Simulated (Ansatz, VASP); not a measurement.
SiC in VASP and in Ansatz

```
Si C
1.0
     0.00000    3.91363    2.67827
     1.55102    0.00000    2.67827
     1.55102    3.91363    0.00000
Si C
1 1
Direct
  0.66695 0.66695 0.33305
  0.33305 0.33305 0.66695
```

Alike in both runs: task relaxation of cell and atoms; functional PBE; k mesh 10 × 10 × 10; occupations gaussian, width 0.02 eV; no spin polarisation.

```csv
,VASP,Ansatz
version,VASP 6.6.1,Ansatz 0.2.0
potentials or method,"VASP PAW PBE potentials, release 64 (Si, C), cutoff 600 eV","scalar-relativistic, plane waves, PAW"
valence electrons in the cell,8,8
```

|  | VASP | Ansatz | Ansatz less VASP |
| --- | --- | --- | --- |
| gap on the k mesh at the Fermi level, each at its own relaxed structure (eV) | 1.44 | 1.44 | +0.007 |
| relaxed volume (Å³/atom) | 16.25 | 16.26 | +0.010 |
| relaxed cell length with the largest relative difference (Å) | 3.094 | 3.095 | +0.0008 |
